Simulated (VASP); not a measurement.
Write the native input for VASP 6.6.1 that does the following.

```
Task                   : single point
Functional             : PBE
Potentials or basis    : VASP PAW PBE potentials, release 64 (Mg)
Cutoff                 : 520 eV
k mesh                 : 8 × 8 × 3
Occupations            : gaussian, width 0.1 eV
Spin                   : no spin polarisation
Dipole correction      : no
Further INCAR settings : ALGO = Normal; EDIFF = 1e-06; NBANDS = 12
```

The structure of Mg lies in POSCAR:

```
Mg
1.0
    3.1873843300      0.0000000000      0.0000000000
   -1.5936871484      2.7603502997      0.0000000000
    0.0000000000      0.0000000000     10.3531421788
Mg
4
Direct
    0.0000000000      0.0000000000      0.0000000000
    0.3333333333      0.6666666667      0.2500000000
    0.0000000000      0.0000000000      0.5000000000
    0.6666666667      0.3333333333      0.7500000000
```

One way to write it, as run:

INCAR

```
PREC = Accurate
ENCUT = 520
EDIFF = 1E-6
ISMEAR = 0
SIGMA = 0.1
LREAL = F
LASPH = T
NELM = 60
ALGO = Normal
ISIF = 2
LWAVE = F
LCHARG = F
GGA = PE
NBANDS = 12
```

KPOINTS

```
regular mesh
0
Gamma
  8 8 3
```

Potentials or basis: VASP PAW PBE potentials, release 64 (Mg).

Run with:

```bash
$ cat potpaw_PBE.64/Mg/POTCAR > POTCAR
$ mpirun -np 1 vasp_std > vasp.out
```

Results of the run:

```json
{
 "Pressure": "0.3 GPa",
 "Band gap on the k mesh": "zero (band 4 reaches 3.73 eV, above the bottom of band 5 at 1.43 eV)"
}
```

Wall time 34 s on 1 thread of AMD EPYC 7R13, with other jobs on the host, peak memory 0.16 GiB.
